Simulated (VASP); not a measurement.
Input of a VASP 6.6.1 run:

Contents of INCAR:

```
SYSTEM = HfO2
PREC = Accurate
ENCUT = 520
EDIFF = 1E-6
ISMEAR = 0
SIGMA = 0.05
LREAL = .FALSE.
LASPH = .TRUE.
NELM = 60
ALGO = Normal
ISIF = 2
LWAVE = .FALSE.
LCHARG = .FALSE.
GGA = PS
NBANDS = 18
```

The input KPOINTS:

```
regular mesh
0
G
  8 8 8
  0 0 0
```

The input POSCAR:

```
HfO2
1.0
    0.0000000000      2.4994665528      2.4994665528
    2.4994665528      0.0000000000      2.4994665528
    2.4994665528      2.4994665528      0.0000000000
Hf O
1 2
Direct
    0.0000000000      0.0000000000      0.0000000000
    0.2500000000      0.2500000000      0.2500000000
    0.7500000000      0.7500000000      0.7500000000
```

Potentials or basis: VASP PAW PBE potentials, release 64 (Hf_pv, O).

Launch:

```console
$ cat potpaw_PBE.64/Hf_pv/POTCAR potpaw_PBE.64/O/POTCAR > POTCAR
$ mpirun -np 1 vasp_std > vasp.out
```

**Question.** What does it give for the pressure?

**Answer.** 3.6 GPa.

**Question.** Estimate the band gap on the k mesh.

**Answer.** 3.78 eV, direct.

Caveat: the PAW data sets were made with another functional, which shifts forces and pressure a little; spin-orbit coupling is left out, which moves the levels of the heavy elements. A k mesh can miss the band edges.
